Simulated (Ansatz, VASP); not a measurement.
**Two plane-wave programs on Ti**

The input INCAR:

```
  PREC = Accurate
  ENCUT = 520
  EDIFF = 1E-6
  ISMEAR = -1
  SIGMA = 0.1
  LREAL = False
  LASPH = True
  NELM = 60
  ALGO = Normal
  ISIF = 2
  LWAVE = False
  LCHARG = False
  GGA = PS
  NBANDS = 25
```

Contents of KPOINTS:

```
Automatic mesh
0
Gamma
  9 9 12
```

File POSCAR:

```
Ti
1.0
    4.6000000000      0.0000000000      0.0000000000
   -2.3000000000      3.9837168600      0.0000000000
    0.0000000000      0.0000000000      2.8200000000
Ti
3
Direct
    0.0000000000      0.0000000000      0.0000000000
    0.3333333333      0.6666666667      0.5000000000
    0.6666666667      0.3333333333      0.5000000000
```

Input for Ansatz:

```yaml
crystal:
  lattice:
    - [4.6, 0.0, 0.0]
    - [-2.3, 3.98371686, 0.0]
    - [0.0, 0.0, 2.82]
  atoms:
    - { symbol: Ti, position: [0.0, 0.0, 0.0] }
    - { symbol: Ti, position: [0.3333333333333333, 0.6666666666666666, 0.5] }
    - { symbol: Ti, position: [0.6666666666666666, 0.3333333333333333, 0.5] }
basis:
  ecutwfc: 520.0
kpoints:
  mp_grid:
    grid: [9, 9, 12]
hamiltonian:
  xc: pbesol
scf:
  occupations:
    method: fermi_dirac
output:
  stress: true
```

Alike in both runs: task single point; functional PBEsol; k mesh 9 × 9 × 12; no spin polarisation.

|  | VASP | Ansatz |
| --- | --- | --- |
| version | VASP 6.6.1 | Ansatz 0.2.0 |
| potentials or method | VASP PAW PBE potentials, release 64 (Ti_sv), cutoff 520 eV | plane waves, PAW |
| occupations | fermi-dirac, width 0.1 eV | fermi-dirac |
| valence electrons in the cell | 36 | 36 |

Ansatz gave:

```
pressure (GPa)                                                : -4.8
traceless stress, the component that is largest in VASP (GPa) : 1.13
```

What did VASP give for the same quantities?

Pressure (GPa): -5.0; traceless stress, the component that is largest in VASP (GPa): 1.13.

VASP's potentials were made for PBE, not for PBEsol.
